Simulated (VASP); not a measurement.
# Mn (Im-3m) in VASP: a series of runs, part 2 of 2

VASP 6.6.1.

### 5 Single point, PBE, collinear spin, ferromagnetic start

File INCAR:

```
PREC = Accurate
ENCUT = 500
EDIFF = 1E-6
ISMEAR = 0
SIGMA = 0.1
LREAL = F
LASPH = T
NELM = 200
ALGO = Normal
ISIF = 2
LWAVE = F
LCHARG = F
ISPIN = 2
MAGMOM = 0.76
LORBIT = 11
LMAXMIX = 4
GGA = PE
NBANDS = 16
GGA_COMPAT = F
```

File KPOINTS:

```
regular mesh
0
Gamma
  8 8 8
```

File POSCAR:

```
Mn
1.0
   -1.3932737400      1.3932737400      1.3932737400
    1.3932737400     -1.3932737400      1.3932737400
    1.3932737400      1.3932737400     -1.3932737400
Mn
1
Direct
    0.0000000000      0.0000000000      0.0000000000
```

Potentials or basis: VASP PAW PBE potentials, release 64 (Mn_pv).

Run with:

```sh
$ cat potpaw_PBE.64/Mn_pv/POTCAR > POTCAR
$ mpirun -np 1 vasp_std > vasp.out
```

OUTCAR:

```text
PREC = Accurate
   ENCUT = 500
   EDIFF = 1E-6
   ISMEAR = 0
   LREAL = F
   LASPH = T
   NELM = 200
   ISIF = 2
   ISPIN = 2
   LORBIT = 11
   GGA = PE

 ion  position               nearest neighbor table
   1  0.000  0.000  0.000-

  LATTYP: Found a body centered cubic cell.
 ALAT       =     2.7865474800

  Lattice vectors:

 A1 = (  -1.3932737400,   1.3932737400,   1.3932737400)
 A2 = (   1.3932737400,  -1.3932737400,   1.3932737400)
 A3 = (   1.3932737400,   1.3932737400,  -1.3932737400)

Analysis of symmetry for initial positions (statically):
=====================================================================
 Subroutine PRICEL returns:
 Original cell was already a primitive cell.

 Routine SETGRP: Setting up the symmetry group for a
 body centered cubic supercell.

 Subroutine GETGRP returns: Found 48 space group operations
 (whereof 48 operations were pure point group operations)
 out of a pool of 48 trial point group operations.

The static configuration has the point symmetry O_h .

Analysis of symmetry for dynamics (positions and initial velocities):
=====================================================================
 Subroutine PRICEL returns:
 Original cell was already a primitive cell.

 Routine SETGRP: Setting up the symmetry group for a
 body centered cubic supercell.

 Subroutine GETGRP returns: Found 48 space group operations
 (whereof 48 operations were pure point group operations)
 out of a pool of 48 trial point group operations.

The dynamic configuration has the point symmetry O_h .

Analysis of structural, dynamic, and magnetic symmetry:
=====================================================================
 Subroutine PRICEL returns:
 Original cell was already a primitive cell.

 Routine SETGRP: Setting up the symmetry group for a
 body centered cubic supercell.

 Subroutine GETGRP returns: Found 48 space group operations
 (whereof 48 operations were pure point group operations)
 out of a pool of 48 trial point group operations.

The overall configuration has the point symmetry O_h .

[... 126 lines left out ...]
   LRPA    =     F    only Hartree local field effects (RPA)
 spin polarized calculation
 Gauss-broadening in eV      SIGMA  =   0.10
  energy-cutoff  :      500.00
  volume of cell :       10.82
 maximum number of plane-waves:       285
 NGX is ok and might be reduce to    18
   NGX =  9   NGY =  9   NGZ =  9

 number of electron      13.0000003 magnetization       0.6975218

 Free energy of the ion-electron system (eV)
  ---------------------------------------------------
  ext. energy  EPLUGINS =         0.00000000
  ---------------------------------------------------
  free energy    TOTEN  =        -8.87531277 eV

  energy without entropy =       -8.86674117  energy(sigma->0) =       -8.87102697

 E-fermi :  10.7087     XC(G=0): -13.9774

 val. band max:       10.7043559681   @ k =   0.1250   0.1250   0.1250
 cond. band min:      10.7121329006   @ k =   0.1250   0.0000   0.0000
 fundamental gap:      0.0077769325
 Fermi energy:        10.7087454517

 spin component 1

 k-point     1 :       0.0000    0.0000    0.0000
  band No.  band energies     occupation
      1     -37.6097      1.00000
      2     -37.6097      1.00000
      3     -37.6097      1.00000
      4       2.0836      1.00000
      5       8.9049      1.00000
      6       8.9049      1.00000
[... 435 lines left out ...]
      5       7.2384      1.00000
      6       9.4258      1.00000
[... 8 lines left out ...]
     15      43.7384      0.00000
     16      44.2267      0.00000

 [... further k-points ...]

 spin component 2

 k-point     1 :       0.0000    0.0000    0.0000
  band No.  band energies     occupation
      1     -36.8080      1.00000
      2     -36.8080      1.00000
      3     -36.8080      1.00000
      4       2.1740      1.00000
      5       9.4933      1.00000
      6       9.4933      1.00000
[... 435 lines left out ...]
      5       7.8390      1.00000
      6       9.9905      1.00000
[... 8 lines left out ...]
     15      44.0622      0.00000
     16      44.3892      0.00000

 [... further k-points ...]
[... 5 lines left out ...]
  --------------------------------------------------------------------------------------
  -------------------------------------------------------------------------------------
  Total        0.0533715      0.0533715      0.0533715     -0.0000000     -0.0000000      0.0000000
  in kB        7.9040651      7.9040651      7.9040651     -0.0000000     -0.0000000      0.0000000
  external PRESSURE =       7.9040651 kB  Pullay stress =       0.0000000 kB

 VOLUME and BASIS-vectors are now :
 -----------------------------------------------------------------------------
  energy-cutoff  :      500.00
  volume of cell :       10.82
      direct lattice vectors                 reciprocal lattice vectors
    -1.393273740  1.393273740  1.393273740     0.000000000  0.358867024  0.358867024
     1.393273740 -1.393273740  1.393273740     0.358867024  0.000000000  0.358867024
     1.393273740  1.393273740 -1.393273740     0.358867024  0.358867024  0.000000000

 POSITION                                       TOTAL-FORCE (eV/Angst)
 -----------------------------------------------------------------------------------
      0.00000      0.00000      0.00000         0.000000     -0.000000      0.000000
 -----------------------------------------------------------------------------------
    total drift:                               -0.000000     -0.000000      0.000000

  FREE ENERGIE OF THE ION-ELECTRON SYSTEM (eV)
  ---------------------------------------------------
  free  energy   TOTEN  =        -8.8753127658 eV

  energy  without entropy=       -8.8667411669  energy(sigma->0) =       -8.87102697

 total charge

# of ion       s       p       d       tot
------------------------------------------
    1        0.416   6.403   5.144  11.963

 magnetization (x)

# of ion       s       p       d       tot
------------------------------------------
    1       -0.003  -0.014   0.717   0.700
```

stdout:

```text
POSCAR found type information on POSCAR Mn
 POSCAR found :  1 types and       1 ions
 scaLAPACK will be used
 LDA part: xc-table for (Slater+PW92), standard interpolation
 POSCAR, INCAR and KPOINTS ok, starting setup
 FFT: planning ... GRIDC
 FFT: planning ... GRID_SOFT
 FFT: planning ... GRID
 WAVECAR not read
 entering main loop
```

It used 14 s of CPU time on 1 thread of AMD EPYC 7R13 Processor (Zen 3), with other jobs on the host.

What came out:

```
Free energy                                           : -8.8753 eV
Pressure                                              : 0.8 GPa
Net moment                                            : 0.70 μB per cell
Site moments                                          : Mn +0.70 μB
Valence electrons inside the program's atomic spheres : Mn 11.96
```

Caveat: the k points lie up to 0.40 Å⁻¹ apart.

### 6 Single point, revPBE, collinear spin, ferromagnetic start

File INCAR:

```
PREC = Accurate ; ENCUT = 500
EDIFF = 1E-6 ; ISMEAR = 0
SIGMA = 0.1 ; LREAL = False
LASPH = True ; NELM = 200
ALGO = Normal ; ISIF = 2
LWAVE = False ; LCHARG = False
ISPIN = 2 ; MAGMOM = 0.76
LORBIT = 11 ; LMAXMIX = 4
GGA = RE ; NBANDS = 16
GGA_COMPAT = False
```

File KPOINTS:

```
Automatic mesh
0
Gamma
  8 8 8
```

POSCAR is that of step 5.

Potentials or basis: VASP PAW PBE potentials, release 64 (Mn_pv).

Run with:

```sh
$ cat potpaw_PBE.64/Mn_pv/POTCAR > POTCAR
$ mpirun -np 1 vasp_std > vasp.out
```

It used 14 s of CPU time on 1 thread of AMD EPYC 7R13 Processor (Zen 3) (shared host).

Results (log left out):

| Quantity | Value |
| --- | --- |
| Free energy | -8.4495 eV |
| Pressure | 5.0 GPa |
| Net moment | 0.71 μB per cell |
| Site moments | Mn +0.71 μB |
| Valence electrons inside the program's atomic spheres | Mn 11.96 |

Levels at points of the mesh, in eV from the Fermi level:
Spin up:
```csv
k point,band 3,band 4,band 5,band 6,band 7,band 8,band 9,band 10,band 11,band 12
"(0.00, 0.00, 0.00)",-48.37,-8.62,-1.81,-1.81,-1.81,-0.02,-0.02,23.73,23.73,23.73
"(0.50, 0.00, 0.00)",-48.38,-5.08,-3.22,0.01,0.26,0.64,1.64,9.06,17.93,21.53
"(0.50, 0.50, 0.50)",-48.89,-4.98,-4.98,1.28,1.28,1.28,10.55,10.55,10.55,17.01
```
Spin down:
```tsv
k point	band 2	band 3	band 4	band 5	band 6	band 7	band 8	band 9	band 10	band 11
(0.00, 0.00, 0.00)	-47.55	-47.55	-8.54	-1.20	-1.20	-1.20	0.90	0.90	23.67	23.67
(0.50, 0.00, 0.00)	-47.79	-47.55	-4.66	-2.68	0.71	0.84	1.21	2.35	9.53	17.97
(0.50, 0.50, 0.50)	-48.07	-48.07	-4.39	-4.39	1.98	1.98	1.98	10.66	10.66	10.66
```

Caveat: the k points lie up to 0.40 Å⁻¹ apart; the PAW data sets were made with another functional, which shifts forces and pressure a little.

### 7 The runs side by side

```csv
level,smearing,gap on the mesh (eV),pressure (GPa),moment (μB)
PBE,methfessel-paxton 0.0065 eV,none,0.7,0.70
PBE+D4,gaussian 0.1 eV,none,-4.7,0.70
PBE,gaussian 0.1 eV,none,0.8,0.70
revPBE,gaussian 0.1 eV,none,5.0,0.71
```

Alike in all rows: task single point; potentials or basis VASP PAW PBE potentials, release 64 (Mn_pv); spin collinear, ferromagnetic start; cell as given; k mesh 8 × 8 × 8; cutoff (eV) 500.

Caveats: all runs use coarse meshes; pairwise dispersion overbinds metals, which lowers pressure and volume (some runs); the PAW data sets were made with another functional, which shifts forces and pressure a little (some runs).

Total energies depend on the potentials used, so only differences within one code and one set of settings carry meaning.
